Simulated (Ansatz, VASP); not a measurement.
One calculation of Ge, two programs

```xyz
2
Lattice="-2.4791 2.6331 1.4273 2.4791 -2.6331 1.4273 2.4791 2.6331 -1.4273" Properties=species:S:1:pos:R:3 pbc="T T T"
Ge    0.0000    1.3165    0.1829
Ge    2.4791    1.3165    1.2444
```

Alike in both runs: task single point; functional LDA; k mesh 11 × 11 × 11; occupations fermi-dirac, width 0.05 eV; no spin polarisation.

|  | VASP | Ansatz |
| --- | --- | --- |
| version | VASP 6.6.1 | Ansatz 0.2.0 |
| potentials or method | VASP PAW LDA potentials, release 64 (Ge_d) | Ansatz PAW |
| plane-wave cutoff (eV) | 520 | 420 |
| valence electrons in the cell | 28 | 28 |

```tsv
	VASP	Ansatz	Ansatz less VASP
gap on the k mesh at the Fermi level (eV)	none	none	-
pressure (GPa)	-2.9	-2.9	0.00
traceless stress, the component that is largest in VASP (GPa)	1.22	1.22	-0.004
rms of the force components (eV/Å)	0.039	0.039	0.0000
```

LDA's correlation is that of Perdew and Zunger in VASP and of Perdew and Wang (1992) in Ansatz. Atom by atom the forces differ by 0.000 eV/Å (rms over components). A gap of «none» marks a metal or a gap that the smearing closes.
